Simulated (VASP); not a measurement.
## Sr: single point with BLYP

Sr:

```
Sr
1.0
     0.00000    5.10800    5.10800
     5.10800    0.00000    5.10800
     5.10800    5.10800    0.00000
Sr
2
Direct
  0.12500 0.12500 0.12500
  0.87500 0.87500 0.87500
```

This isn't the form of Sr at room conditions, which is fcc.

```yaml
Program: VASP 6.6.1
Task: single point
Functional: BLYP
Potentials_or_basis: VASP PAW PBE potentials, release 64 (Sr_sv)
Cutoff: 520 eV
k_mesh: 6 × 6 × 6
Occupations: fermi-dirac, width 0.1 eV
Spin: no spin polarisation
Dipole_correction: no
Further_INCAR_settings: ALGO = Normal; EDIFF = 1e-06; NBANDS = 17
```

```json
{
  "Pressure": "0.0 GPa",
  "Band gap on the k mesh": "zero (bands 10 and 11 overlap by 0.39 eV)"
}
```

Levels at points of the mesh, in eV from the Fermi level:
```csv
k point,band 6,band 7,band 8,band 9,band 10,band 11,band 12,band 13,band 14,band 15
"(0.00, 0.00, 0.00)",-19.76,-19.76,-19.76,-2.52,0.49,0.49,0.49,0.78,0.78,1.17
"(0.50, 0.00, 0.00)",-19.76,-19.75,-19.75,-1.84,-0.74,0.57,0.59,0.59,0.69,0.69
"(0.50, 0.50, 0.00)",-19.77,-19.75,-19.75,-1.22,-1.22,0.32,0.32,0.56,0.56,1.25
```

Wall time 3.2 min on 1 thread of AMD EPYC 7R13, with other jobs on the host, peak memory 0.37 GiB.

Caveat: the PAW data sets were made with another functional, which shifts forces and pressure a little.
